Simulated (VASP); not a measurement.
Crystal: CsPbCl3.

```xyz
5
Lattice="5.6050 0.0000 0.0000 0.0000 5.6050 0.0000 0.0000 0.0000 5.6050" Properties=species:S:1:pos:R:3 pbc="T T T"
Pb    2.8025    2.8025    2.8025
Cs    0.0000    0.0000    0.0000
Cl    2.8025    0.0000    2.8025
Cl    0.0000    2.8025    2.8025
Cl    2.8025    2.8025    0.0000
```

* Program: VASP 6.6.1
* Task: relaxation of cell and atoms
* Functional: BLYP
* Dispersion: D4
* Potentials or basis: VASP PAW PBE potentials, release 64 (Pb_d, Cs_sv, Cl)
* Cutoff: 600 eV
* k mesh: 5 × 5 × 5
* Occupations: fermi-dirac, width 0.05 eV
* Spin: no spin polarisation

At the start: pressure 1.8 GPa; volume 35.22 Å³/atom.

Question: How do energy, volume and symmetry change on relaxing?

Answer: Over 3 steps the energy falls by 13.2 meV/atom and the volume is 37.69 Å³/atom (+7.0 %); space group Pm-3m (No. 221, to 0.1 Å) before and after.

Step by step:
```tsv
step	energy change (eV)	largest force (eV/Å)	pressure (GPa)	volume (Å³)
1	0.0000	0.0000	1.81	176.09
2	-0.0642	0.0000	0.25	186.42
3	-0.0658	0.0000	0.00	188.44
```

Final structure:
```
CELL_PARAMETERS angstrom
5.73313 0.00000 0.00000
0.00000 5.73313 0.00000
0.00000 0.00000 5.73313
ATOMIC_POSITIONS crystal
Pb 0.50000 0.50000 0.50000
Cs 0.00000 0.00000 0.00000
Cl 0.50000 0.00000 0.50000
Cl 0.00000 0.50000 0.50000
Cl 0.50000 0.50000 0.00000
```

Caveat: the PAW data sets were made with another functional, which shifts forces and pressure a little.
